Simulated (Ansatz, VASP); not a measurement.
Cs: VASP beside Ansatz

```
Cs
1.0
    -3.12847    3.12847    3.12847
     3.12847   -3.12847    3.12847
     3.12847    3.12847   -3.12847
Cs
1
Cartesian
  0.0000 0.0000 0.0000
```

Alike in both runs: task relaxation of cell and atoms; functional PBEsol; dispersion D3(BJ); k mesh 6 × 6 × 6; occupations fermi-dirac, width 0.05 eV; no spin polarisation.

```csv
,VASP,Ansatz
version,VASP 6.6.1,Ansatz 0.2.0
potentials or method,"VASP PAW PBE potentials, release 64 (Cs_sv)",Ansatz PAW
plane-wave cutoff (eV),600,420
valence electrons in the cell,9,9
```

|  | VASP | Ansatz | Ansatz less VASP |
| --- | --- | --- | --- |
| gap on the k mesh at the Fermi level, each at its own relaxed structure (eV) | none | none | - |
| relaxed volume (Å³/atom) | 100.17 | 99.58 | -0.593 |
| relaxed cell length with the largest relative difference (Å) | 5.067 | 5.057 | -0.0100 |

VASP's potentials were made for PBE, not for PBEsol. A gap of «none» marks a metal or a gap that the smearing closes.

Neither program's run includes spin-orbit coupling. Noted on VASP's run: the volume moved by over 15 % at a fixed basis, so the end points are rough. Noted on Ansatz's run: the volume moved by over 15 % at a fixed basis, so the end points are rough; the plane-wave basis is chosen anew once the cell has moved, so the energies of steps on either side of that aren't comparable.
